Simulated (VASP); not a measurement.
Here is a VASP 6.6.1 calculation.

Contents of INCAR:

```
SYSTEM = Se
PREC = Accurate
ENCUT = 500
EDIFF = 1E-6
ISMEAR = -1
SIGMA = 0.05
LREAL = .FALSE.
LASPH = .TRUE.
NELM = 120
ALGO = Normal
ISIF = 2
LWAVE = .FALSE.
LCHARG = .FALSE.
GGA = PS
NBANDS = 13
GGA_COMPAT = .FALSE.
```

Contents of KPOINTS:

```
regular mesh
0
G
  3 3 3
  0 0 0
```

Contents of POSCAR:

```
Se
1.0
    0.0000000000      3.1255700000      3.1255700000
    3.1255700000      0.0000000000      3.1255700000
    3.1255700000      3.1255700000      0.0000000000
Se
2
Direct
    0.5000000000      0.5000000000      0.5000000000
    0.7500000000      0.7500000000      0.7500000000
```

Potentials or basis: VASP PAW PBE potentials, release 64 (Se).

Command:

```bash
$ cat potpaw_PBE.64/Se/POTCAR > POTCAR
$ mpirun -np 1 vasp_std > vasp.out
```

Predict the band gap on the k mesh.

zero (bands 6 and 7 overlap by 0.89 eV).

Predict the pressure.

0.6 GPa.

Caveat: the k points lie up to 0.58 Å⁻¹ apart, too coarse for converged energies and pressures of a metal; the PAW data sets were made with another functional, which shifts forces and pressure a little.
